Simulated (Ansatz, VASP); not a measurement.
# SiO2: VASP beside Ansatz

Contents of POSCAR:

```
SiO2
1.0
   -4.4720405200      4.4720405200      2.6117703500
    4.4720405200     -4.4720405200      2.6117703500
    4.4720405200      4.4720405200     -2.6117703500
Si O
4 8
Direct
    0.1768885800      0.1768885800      0.3537771600
    0.8231114200      0.1768885800      0.0000000000
    0.1768885800      0.8231114200      0.0000000000
    0.8231114200      0.8231114200      0.6462228400
    0.5000000000      0.5000000000      0.5000000000
    0.0000000000      0.5000000000      0.0000000000
    0.5000000000      0.0000000000      0.0000000000
    0.0000000000      0.0000000000      0.5000000000
    0.0000000000      0.2085486600      0.2085486600
    0.7914513400      0.0000000000      0.7914513400
    0.2085486600      0.0000000000      0.2085486600
    0.0000000000      0.7914513400      0.7914513400
```

Contents of INCAR.step1:

```
SYSTEM = SiO2
PREC = Accurate
ENCUT = 520
ISMEAR = -1
SIGMA = 0.02
LREAL = .False.
LASPH = .True.
NELM = 60
NBANDS = 44
GGA = PE
ALGO = Normal
EDIFF = 1E-4
LWAVE = .True.
LCHARG = .False.
```

File INCAR.step2:

```
SYSTEM = SiO2
PREC = Accurate
ENCUT = 520
EDIFF = 1E-8
ISMEAR = -1
SIGMA = 0.02
LREAL = .False.
LASPH = .True.
NELM = 60
ALGO = Normal
ISIF = 2
LWAVE = .False.
LCHARG = .False.
METAGGA = R2SCAN
LMIXTAU = .True.
LEFG = .True.
NBANDS = 44
ISTART = 1
```

Contents of KPOINTS:

```
regular mesh
0
Gamma
  5 5 5
  0 0 0
```

Input for Ansatz:

```yaml
crystal:
  lattice:
    - [-4.47204052, 4.47204052, 2.61177035]
    - [4.47204052, -4.47204052, 2.61177035]
    - [4.47204052, 4.47204052, -2.61177035]
  atoms:
    - { symbol: Si, position: [0.17688858, 0.17688858, 0.35377716] }
    - { symbol: Si, position: [0.82311142, 0.17688858, 0.0] }
    - { symbol: Si, position: [0.17688858, 0.82311142, 0.0] }
    - { symbol: Si, position: [0.82311142, 0.82311142, 0.64622284] }
    - { symbol: O, position: [0.5, 0.5, 0.5] }
    - { symbol: O, position: [0.0, 0.5, 0.0] }
    - { symbol: O, position: [0.5, 0.0, 0.0] }
    - { symbol: O, position: [0.0, 0.0, 0.5] }
    - { symbol: O, position: [0.0, 0.20854866, 0.20854866] }
    - { symbol: O, position: [0.79145134, 0.0, 0.79145134] }
    - { symbol: O, position: [0.20854866, 0.0, 0.20854866] }
    - { symbol: O, position: [0.0, 0.79145134, 0.79145134] }
kpoints:
  mp_grid: { grid: [5, 5, 5] }
scf:
  occupations: { method: fermi_dirac, width: 0.02 }
hamiltonian:
  xc: r2scan
  pseudopotentials: { kind: paw, frozen_core: stored }
output:
  forces: true
  stress: true
  populations: true
  efg: { quadrupole_moments_barn: { O: -0.02558 } }
```

Alike in both runs: task electric field gradients; functional r2SCAN; k mesh 5 × 5 × 5; occupations fermi-dirac, width 0.02 eV; no spin polarisation.

```csv
,VASP,Ansatz
version,VASP 6.6.1,Ansatz 0.2.0
potentials or method,"VASP PAW PBE potentials, release 64 (Si, O)","plane-wave PAW, scalar-relativistic"
plane-wave cutoff (eV),520,500
valence electrons in the cell,64,64
```

Ansatz gave:

```
gap on the k mesh at the Fermi level (eV)                     : 6.08
pressure (GPa)                                                : -0.1
traceless stress, the component that is largest in VASP (GPa) : 0.17
rms of the force components (eV/Å)                            : 0.009
size of Vzz on the site where it differs most (V/Å²)          : 105.9
```

Problem. Which values does VASP return?

Solution. gap on the k mesh at the Fermi level (eV): 6.07; pressure (GPa): 0.2; traceless stress, the component that is largest in VASP (GPa): 0.15; rms of the force components (eV/Å): 0.003; size of Vzz on the site where it differs most (V/Å²): 95.8.

VASP's potentials were made for PBE, not for r2SCAN. Atom by atom the forces differ by 0.011 eV/Å (rms over components).
